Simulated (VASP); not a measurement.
# Ta4C3 (P4mm) in VASP: single point with r2SCAN

Aim: the single point of Ta4C3 with r2SCAN.

Program: VASP 6.6.1. These are calculated values, not measurements. Logs are shortened: lines on timing, memory, paths and dates and some standing lists are left out, and cuts for length are marked.

## Step 1: The cell of the first run

It takes space group P4mm (No. 99, tetragonal). The conventional cell has a = 4.425 Å, b = 4.425 Å, c = 4.425 Å, α = 90.00°, β = 90.00°, γ = 90.00°. Within 2.9 Å of Ta (site symmetry 4mm) lie 4 C at 2.21 Å. Within 2.9 Å of Ta (site symmetry 2mm) lie 4 C at 2.21 Å. Within 2.8 Å of Ta (site symmetry 4mm) lie 6 C at 2.11 to 2.31 Å. C (site symmetry 4mm) has 6 Ta at 2.11 to 2.31 Å within 2.8 Å. C (site symmetry 2mm) has 6 Ta at 2.21 Å within 2.9 Å.

## Step 2: Single point, r2SCAN (atom 4 (Ta) moved +0.100 Å towards its neighbour atom 5 (C) at 2.212 Å)

POSCAR

```
Ta4C3
1.0
    4.4247933841      0.0000000000      0.0000000000
    0.0000000000      4.4247933841      0.0000000000
    0.0000000000      0.0000000000      4.4247933841
Ta C
4 3
Direct
    0.0000000000      0.5000000000      0.5000000000
    0.5000000000      0.0000000000      0.5000000000
    0.5000000000      0.5000000000      0.0000000000
   -0.0225999253      0.0000000000      0.0000000000
    0.5000000000      0.0000000000      0.0000000000
    0.0000000000      0.5000000000      0.0000000000
    0.0000000000      0.0000000000      0.5000000000
```

INCAR.step1

```
SYSTEM = Ta4C3
PREC     = Accurate       ! precision mode
ENCUT    = 520            ! plane-wave cutoff, eV
ISMEAR   = 0              ! smearing method
SIGMA    = 0.15           ! smearing width, eV
LREAL    = .FALSE.        ! projectors in reciprocal space
LASPH    = .TRUE.         ! aspherical terms in the spheres
NELM     = 60             ! most SCF steps
NBANDS   = 37             ! bands
GGA      = PE             ! functional
ALGO     = Normal         ! electronic algorithm
EDIFF    = 1E-4           ! SCF threshold, eV
LWAVE    = .TRUE.         ! write WAVECAR
LCHARG   = .FALSE.        ! write CHGCAR
```

INCAR.step2

```
SYSTEM = Ta4C3
PREC     = Accurate       ! precision mode
ENCUT    = 520            ! plane-wave cutoff, eV
EDIFF    = 1E-6           ! SCF threshold, eV
ISMEAR   = 0              ! smearing method
SIGMA    = 0.15           ! smearing width, eV
LREAL    = .FALSE.        ! projectors in reciprocal space
LASPH    = .TRUE.         ! aspherical terms in the spheres
NELM     = 60             ! most SCF steps
ALGO     = Normal         ! electronic algorithm
ISIF     = 2              ! what is computed and relaxed
LWAVE    = .FALSE.        ! write WAVECAR
LCHARG   = .FALSE.        ! write CHGCAR
METAGGA  = R2SCAN         ! meta-GGA
LMIXTAU  = .TRUE.       
NBANDS   = 37             ! bands
ISTART   = 1
```

KPOINTS

```
regular mesh
0
G
  10 10 10
  0 0 0
```

Potentials or basis: VASP PAW PBE potentials, release 64 (Ta_pv, C).

On the command line:

```console
$ cat potpaw_PBE.64/Ta_pv/POTCAR potpaw_PBE.64/C/POTCAR > POTCAR
$ cp INCAR.step1 INCAR
$ mpirun -np 1 vasp_std > vasp.out
$ cp INCAR.step2 INCAR
$ mpirun -np 1 vasp_std > vasp.out
```

OUTCAR:

```text
SYSTEM = Ta4C3
   PREC = Accurate
   ENCUT = 520
   EDIFF = 1E-6
   ISMEAR = 0
   LREAL = .FALSE.
   LASPH = .TRUE.
   NELM = 60
   ISIF = 2
   METAGGA = R2SCAN
   ISTART = 1

 ion  position               nearest neighbor table
   1  0.000  0.500  0.500-   6 2.21   7 2.21   6 2.21   7 2.21   3 3.13   2 3.13   2 3.13   3 3.13
                             2 3.13   3 3.13   3 3.13   2 3.13   4 3.13   4 3.13   4 3.13   4 3.13
   2  0.500  0.000  0.500-   5 2.21   7 2.21   5 2.21   7 2.21   4 3.06   4 3.06   3 3.13   1 3.13
                             1 3.13   3 3.13   3 3.13   1 3.13   3 3.13   1 3.13   4 3.20   4 3.20
   3  0.500  0.500  0.000-   5 2.21   6 2.21   5 2.21   6 2.21   4 3.06   4 3.06   2 3.13   2 3.13
                             2 3.13   1 3.13   2 3.13   1 3.13   1 3.13   1 3.13   4 3.20   4 3.20
   4  0.977  0.000  0.000-   5 2.11   6 2.21   7 2.21   7 2.21   6 2.21   5 2.31   2 3.06   3 3.06
                             3 3.06   2 3.06   1 3.13   1 3.13   1 3.13   1 3.13   2 3.20   2 3.20
   5  0.500  0.000  0.000-   4 2.11   3 2.21   2 2.21   2 2.21   3 2.21   4 2.31
   6  0.000  0.500  0.000-   1 2.21   3 2.21   1 2.21   3 2.21   4 2.21   4 2.21
   7  0.000  0.000  0.500-   1 2.21   2 2.21   1 2.21   2 2.21   4 2.21   4 2.21

  LATTYP: Found a simple cubic cell.
 ALAT       =     4.4247933841

  Lattice vectors:

 A1 = (   4.4247933841,   0.0000000000,   0.0000000000)
 A2 = (   0.0000000000,   4.4247933841,   0.0000000000)
 A3 = (   0.0000000000,   0.0000000000,   4.4247933841)

Analysis of symmetry for initial positions (statically):
=====================================================================
 Subroutine PRICEL returns:
 Original cell was already a primitive cell.

 Routine SETGRP: Setting up the symmetry group for a
 simple cubic supercell.

 Subroutine GETGRP returns: Found  8 space group operations
 (whereof  8 operations were pure point group operations)
 out of a pool of 48 trial point group operations.

The static configuration has the point symmetry C_4v.

Analysis of symmetry for dynamics (positions and initial velocities):
=====================================================================
 Subroutine PRICEL returns:
 Original cell was already a primitive cell.

 Routine SETGRP: Setting up the symmetry group for a
 simple cubic supercell.

 Subroutine GETGRP returns: Found  8 space group operations
 (whereof  8 operations were pure point group operations)
 out of a pool of 48 trial point group operations.

The dynamic configuration has the point symmetry C_4v.

 Subroutine INISYM returns: Found  8 space group operations
 (whereof  8 operations are pure point group operations),
 and found     1 'primitive' translations

----------------------------------------------------------------------------------------

                                     Primitive cell

  volume of cell :      86.6321

  direct lattice vectors                    reciprocal lattice vectors
     4.424793384  0.000000000  0.000000000     0.225999253  0.000000000  0.000000000
     0.000000000  4.424793384  0.000000000     0.000000000  0.225999253  0.000000000
     0.000000000  0.000000000  4.424793384     0.000000000  0.000000000  0.225999253

  length of vectors
     4.424793384  4.424793384  4.424793384     0.225999253  0.225999253  0.225999253

  position of ions in fractional coordinates (direct lattice)
     0.000000000  0.500000000  0.500000000
     0.500000000  0.000000000  0.500000000
     0.500000000  0.500000000  0.000000000
     0.977400075  0.000000000  0.000000000
     0.500000000  0.000000000  0.000000000
     0.000000000  0.500000000  0.000000000
     0.000000000  0.000000000  0.500000000

  ion indices of the primitive-cell ions
   primitive index   ion index
                 1           1
                 2           2
                 3           3
                 4           4
                 5           5
                 6           6
                 7           7

----------------------------------------------------------------------------------------

 KPOINTS: regular mesh

Automatic generation of k-mesh.
 Grid dimensions read from file:
 generate k-points for:   10   10   10

 Generating k-lattice:

  Cartesian coordinates                     Fractional coordinates (reciprocal lattice)
     0.022599925  0.000000000  0.000000000     0.100000000  0.000000000  0.000000000
     0.000000000  0.022599925  0.000000000     0.000000000  0.100000000  0.000000000
     0.000000000  0.000000000  0.022599925     0.000000000  0.000000000  0.100000000

  Length of vectors
     0.022599925  0.022599925  0.022599925

  Shift w.r.t. Gamma in fractional coordinates (k-lattice)
     0.000000000  0.000000000  0.000000000

 Subroutine IBZKPT returns following result:
 ===========================================

 Found    126 irreducible k-points:

 Following reciprocal coordinates:
            Coordinates               Weight
  0.000000  0.000000  0.000000      1.000000
  0.100000  0.000000  0.000000      2.000000
  0.000000  0.100000  0.000000      4.000000
  0.200000  0.000000  0.000000      2.000000
  0.000000  0.200000  0.000000      4.000000
  0.300000  0.000000  0.000000      2.000000
[... 16 lines left out ...]
  0.500000  0.100000  0.000000      4.000000
  0.000000  0.500000  0.100000      4.000000
 [... further k-points ...]
   k-points           NKPTS =    126   k-points in BZ     NKDIM =    126   number of bands    NBANDS=     37
   number of dos      NEDOS =    301   number of ions     NIONS =      7
   total plane-waves  NPLWV =  46656
   dimension x,y,z NGX =    36 NGY =   36 NGZ =   36
   dimension x,y,z NGXF=    72 NGYF=   72 NGZF=   72
   ions per type =               4   3
   NGX,Y,Z   is equivalent  to a cutoff of  13.53, 13.53, 13.53 a.u.
   NGXF,Y,Z  is equivalent  to a cutoff of  27.05, 27.05, 27.05 a.u.
 SYSTEM =  Ta4C3
   PREC   = accura    normal or accurate (medium, high low for compatibility)
   ISTART =      1    job   : 0-new  1-cont  2-samecut
   ICHARG =      0    charge: 1-file 2-atom 10-const
   ISPIN  =      1    spin polarized calculation?
   LNONCOLLINEAR =      F non collinear calculations
   LSORBIT =      F    spin-orbit coupling
   LASPH  =      T    aspherical Exc in radial PAW
   ENCUT  =  520.0 eV  38.22 Ry    6.18 a.u.   8.23  8.23  8.23*2*pi/ulx,y,z
   NELM   =     60;   NELMIN=  2; NELMDL=  0     # of ELM steps
   EDIFF  = 0.1E-05   stopping-criterion for ELM
   LREAL  =      F    real-space projection
   EDIFFG = 0.1E-04   stopping-criterion for IOM
   NSW    =      0    number of steps for IOM
   IBRION =     -1    ionic relax: 0-MD 1-quasi-New 2-CG
   NFREE  =      0    steps in history (QN), initial steepest desc. (CG)
   ISIF   =      2    stress and relaxation
   ISYM   =      2    0-nonsym 1-usesym 2-fastsym
   POTIM  = 0.5000    time-step for ionic-motion
   TEBEG  =    0.0;   TEEND  =   0.0 temperature during run
   PSTRESS=    0.0 pullay stress
   NELECT =      56.0000    total number of electrons
   NUPDOWN=      -1.0000    fix difference up-down
   EMIN   =  10.00;   EMAX   =-10.00  energy-range for DOS
   EFERMI =   0.00;   METHOD = LEGACY
   ISMEAR =     0;   SIGMA  =   0.15  broadening in eV -4-tet -1-fermi 0-gaus
   EFERMI_NEDOS =   21; number of points for ismear=-14 and -15
   IALGO  =     38    algorithm
   IMIX   =      4    mixing-type and parameters
     AMIX     =   0.40;   BMIX     =  1.00
     AMIX_MAG =   1.60;   BMIX_MAG =  1.00
  volume/ion in A,a.u.               =      12.38        83.52
  Fermi-wavevector in a.u.,A,eV,Ry     =   1.415504  2.674915 27.261344  2.003652
  Thomas-Fermi vector in A             =   2.536936
   LORBIT       =      0    0 simple, 1 ext, 2 COOP (PROOUT), +10 PAW based schemes
   METAGGA = R2SCAN    functional components
   LHFCALC =     F    Hartree Fock is set to
   AEXX    =    0.0000 exact exchange contribution
   IVDW    =     0    specifies the selected vdW correction
   LEPSILON=     F    determine dielectric tensor
   LRPA    =     F    only Hartree local field effects (RPA)
 non-spin polarized calculation
 Gauss-broadening in eV      SIGMA  =   0.15
  energy-cutoff  :      520.00
  volume of cell :       86.63
 maximum number of plane-waves:      2360
 NGX is ok and might be reduce to    36
   NGX = 17   NGY = 17   NGZ = 17

 number of electron      56.0000013 magnetization

 Free energy of the ion-electron system (eV)
  ---------------------------------------------------
  ext. energy  EPLUGINS =         0.00000000
  ---------------------------------------------------
  free energy    TOTEN  =      -227.72473844 eV

  energy without entropy =     -227.68869126  energy(sigma->0) =     -227.70671485

 E-fermi :   7.2063     XC(G=0): -13.9930

 val. band max:        7.2049616851   @ k =   0.5000   0.2000   0.1000
 cond. band min:       7.2119760406   @ k =   0.2000   0.2000   0.0000
 fundamental gap:      0.0070143555
 Fermi energy:         7.2063195063

 k-point     1 :       0.0000    0.0000    0.0000
  band No.  band energies     occupation
      1     -29.4966      2.00000
      2     -29.4854      2.00000
      3     -29.4854      2.00000
      4     -28.7787      2.00000
      5     -28.7783      2.00000
      6     -28.7783      2.00000
[... 29 lines left out ...]
     36      11.0778      0.00000
     37      12.0436      0.00000

 k-point     2 :       0.1000    0.0000    0.0000
  band No.  band energies     occupation
      1     -29.4901      2.00000
      2     -29.4808      2.00000
      3     -29.4808      2.00000
      4     -28.7782      2.00000
      5     -28.7773      2.00000
      6     -28.7773      2.00000
[... 29 lines left out ...]
     36      11.3435      0.00000
     37      12.0826      0.00000

 k-point     3 :       0.0000    0.1000    0.0000
  band No.  band energies     occupation
      1     -29.4924      2.00000
      2     -29.4808      2.00000
      3     -29.4787      2.00000
      4     -28.7789      2.00000
      5     -28.7773      2.00000
      6     -28.7770      2.00000
[... 29 lines left out ...]
     36      11.3268      0.00000
     37      12.0045      0.00000
[... 761 lines left out ...]
 k-point    23 :       0.5000    0.1000    0.0000
  band No.  band energies     occupation
      1     -29.4385      2.00000
      2     -29.4297      2.00000
      3     -29.4296      2.00000
      4     -28.8040      2.00000
      5     -28.7836      2.00000
      6     -28.7769      2.00000
[... 29 lines left out ...]
     36      10.7062      0.00000
     37      11.4588      0.00000

 k-point    24 :       0.0000    0.5000    0.1000
  band No.  band energies     occupation
      1     -29.4477      2.00000
      2     -29.4374      2.00000
      3     -29.4162      2.00000
      4     -28.8052      2.00000
      5     -28.7828      2.00000
      6     -28.7728      2.00000
[... 29 lines left out ...]
     36      10.6586      0.00000
     37      11.3740      0.00000

 [... further k-points ...]
[... 5 lines left out ...]
  --------------------------------------------------------------------------------------
  -------------------------------------------------------------------------------------
  Total        1.4639972      0.6507407      0.6507407      0.0000000      0.0000000     -0.0000000
  in kB       27.0752108     12.0348187     12.0348187      0.0000000      0.0000000     -0.0000000
  external PRESSURE =      17.0482827 kB  Pullay stress =       0.0000000 kB

 VOLUME and BASIS-vectors are now :
 -----------------------------------------------------------------------------
  energy-cutoff  :      520.00
  volume of cell :       86.63
      direct lattice vectors                 reciprocal lattice vectors
     4.424793384  0.000000000  0.000000000     0.225999253  0.000000000  0.000000000
     0.000000000  4.424793384  0.000000000     0.000000000  0.225999253  0.000000000
     0.000000000  0.000000000  4.424793384     0.000000000  0.000000000  0.225999253

 POSITION                                       TOTAL-FORCE (eV/Angst)
 -----------------------------------------------------------------------------------
      0.00000      2.21240      2.21240         0.001966      0.000000     -0.000000
      2.21240      0.00000      2.21240        -0.345974      0.000000     -0.000000
      2.21240      2.21240      0.00000        -0.345974      0.000000     -0.000000
      4.32479      0.00000      0.00000         1.652986     -0.000000      0.000000
      2.21240      0.00000      0.00000        -0.681466      0.000000     -0.000000
      0.00000      2.21240      0.00000        -0.140769      0.000000     -0.000000
      0.00000      0.00000      2.21240        -0.140769      0.000000     -0.000000
 -----------------------------------------------------------------------------------
    total drift:                                0.001060      0.000000      0.000000

  FREE ENERGIE OF THE ION-ELECTRON SYSTEM (eV)
  ---------------------------------------------------
  free  energy   TOTEN  =      -227.7247384444 eV

  energy  without entropy=     -227.6886912643  energy(sigma->0) =     -227.70671485
```

It took 18 min on 1 thread of Intel Xeon 8259CL, shared host; peak memory 0.44 GiB.

What came out:

```
Free energy            : -227.7247 eV
Pressure               : 1.7 GPa
Largest force          : 1.653 eV/Å
Band gap on the k mesh : zero (bands 28 and 29 overlap by 1.14 eV)
```

Forces in eV/Å, atoms in the order of the input:
```
Ta   0.002  0.000  0.000
Ta  -0.346  0.000  0.000
Ta  -0.346  0.000  0.000
Ta   1.653  0.000  0.000
C   -0.681  0.000  0.000
C   -0.141  0.000  0.000
C   -0.141  0.000  0.000
```

Levels at points of the mesh, in eV from the Fermi level:
```csv
k point,band 26,band 27,band 28,band 29,band 30,band 31
"(0.00, 0.00, 0.00)",-0.84,-0.84,-0.80,-0.46,-0.29,-0.29
"(0.50, 0.00, 0.00)",-2.05,-2.05,0.28,0.28,0.79,1.99
"(0.00, 0.50, 0.00)",-2.09,-1.92,0.28,0.29,0.80,2.01
"(0.50, 0.50, 0.00)",-1.80,-0.41,-0.40,1.61,1.94,2.21
"(0.00, 0.50, 0.50)",-1.80,-0.41,-0.41,1.89,1.89,1.95
"(0.50, 0.50, 0.50)",-1.13,-1.12,-0.38,3.47,3.47,3.49
```

Caveat: the cell differs from its parent crystal (atom 4 (Ta) moved +0.100 Å towards its neighbour atom 5 (C) at 2.212 Å); the PAW data sets were made with another functional, which shifts forces and pressure a little; spin-orbit coupling is left out, which moves the levels of the heavy elements.
